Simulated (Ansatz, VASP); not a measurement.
**Two plane-wave programs on InSb**

Contents of INCAR:

```
SYSTEM = InSb
PREC     = Accurate       ! precision mode
ENCUT    = 520            ! plane-wave cutoff, eV
EDIFF    = 1E-7           ! SCF threshold, eV
ISMEAR   = -1             ! smearing method
SIGMA    = 0.02           ! smearing width, eV
LREAL    = .False.        ! projectors in reciprocal space
LASPH    = .True.         ! aspherical terms in the spheres
NELM     = 100            ! most SCF steps
ALGO     = Normal         ! electronic algorithm
ISIF     = 2              ! what is computed and relaxed
LWAVE    = .False.        ! write WAVECAR
LCHARG   = .False.        ! write CHGCAR
GGA      = PE             ! functional
NBANDS   = 16             ! bands
```

The input KPOINTS:

```
regular mesh
0
Gamma
  6 6 6
  0 0 0
```

Contents of POSCAR:

```
InSb
1.0
    0.0000000000      3.2795130034      3.2795130034
    3.2795130034      0.0000000000      3.2795130034
    3.2795130034      3.2795130034      0.0000000000
In Sb
1 1
Direct
    0.0000000000      0.0000000000      0.0000000000
    0.2500000000      0.2500000000      0.2500000000
```

Input for Ansatz:

```yaml
crystal:
  lattice:
    - [0.0, 3.2795130034, 3.2795130034]
    - [3.2795130034, 0.0, 3.2795130034]
    - [3.2795130034, 3.2795130034, 0.0]
  atoms:
    - { symbol: In, position: [0.0, 0.0, 0.0] }
    - { symbol: Sb, position: [0.25, 0.25, 0.25] }
kpoints:
  mp_grid: { grid: [6, 6, 6] }
  band_path:
    path:
      - [0.0, 0.0, 0.0]
      - [-0.5, -0.5, 0.0]
      - [-0.375, -0.375, 0.25]
      - [-0.375, 0.0, 0.375]
      - [0.0, 0.0, 0.5]
      - [-0.5, -0.25, 0.25]
    npoints: 1
hamiltonian:
  xc: pbe
scf:
  occupations: { method: fermi_dirac, width: 0.02 }
  n_extra_bands: 4
output:
  forces: true
  stress: true
  eigenvalues: true
  write_density: true
  write_potential: true
  elf: true
  volumetric_format: npy
```

Alike in both runs: task single point; functional PBE; k mesh 6 × 6 × 6; occupations fermi-dirac, width 0.02 eV; no spin polarisation.

```csv
,VASP,Ansatz
version,VASP 6.6.1,Ansatz 0.2.0
potentials or method,"VASP PAW PBE potentials, release 64 (In_d, Sb)","plane waves, PAW"
plane-wave cutoff (eV),520,420
valence electrons in the cell,18,28
```

```csv
,VASP,Ansatz,Ansatz less VASP
pressure (GPa),1.4,1.4,+0.02
```

The functional is the same, so the differences come from potentials, cutoffs and numerics. VASP's potentials hold 18 valence electrons a cell and Ansatz's 28, so a difference there can come from the potentials and not from the codes.

Neither program's run includes spin-orbit coupling.
